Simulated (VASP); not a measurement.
Here is a VASP 6.6.1 calculation.

File INCAR:

```
SYSTEM = GePdF4
ALGO     = Normal         ! electronic algorithm
EDIFF    = 1E-6           ! SCF threshold, eV
ENCUT    = 520            ! plane-wave cutoff, eV
GGA      = PE             ! functional
ISIF     = 2              ! what is computed and relaxed
ISMEAR   = 0              ! smearing method
LASPH    = .TRUE.         ! aspherical terms in the spheres
LCHARG   = .FALSE.        ! write CHGCAR
LREAL    = .FALSE.        ! projectors in reciprocal space
LWAVE    = .FALSE.        ! write WAVECAR
NBANDS   = 35             ! bands
NELM     = 100            ! most SCF steps
PREC     = Accurate       ! precision mode
SIGMA    = 0.1            ! smearing width, eV
```

Contents of KPOINTS:

```
k-points
0
G
  4 4 4
  0 0 0
```

File POSCAR:

```
GePdF4
1.0
    4.3147642900      0.0000000000      0.0000000000
    0.0000000000      4.3147642900      0.0000000000
    0.0000000000      0.0000000000      4.6451297400
Ge Pd F
1 1 4
Direct
    0.0000000000      0.0000000000      0.7500010000
    0.5000000000      0.5000000000      0.4388388600
    0.7960959700      0.7960959700      0.9396415300
    0.2039040300      0.2039040300      0.9396415300
    0.2039040300      0.7960959700      0.9396415300
    0.7960959700      0.2039040300      0.9396415300
```

Potentials or basis: VASP PAW PBE potentials, release 64 (Ge_d, Pd, F).

Run with:

```sh
$ cat potpaw_PBE.64/Ge_d/POTCAR potpaw_PBE.64/Pd/POTCAR potpaw_PBE.64/F/POTCAR > POTCAR
$ mpirun -np 1 vasp_std > vasp.out
```

(1) Estimate the largest force.

(2) Estimate the band gap on the k mesh.

## Answers

(1) 23.991 eV/Å.

(2) zero (band 26 reaches 1.89 eV, above the bottom of band 27 at 1.62 eV).

Caveat: the k points lie up to 0.36 Å⁻¹ apart; forces of over 1 eV/Å act on the atoms, so gaps and moduli don't describe the material at rest.
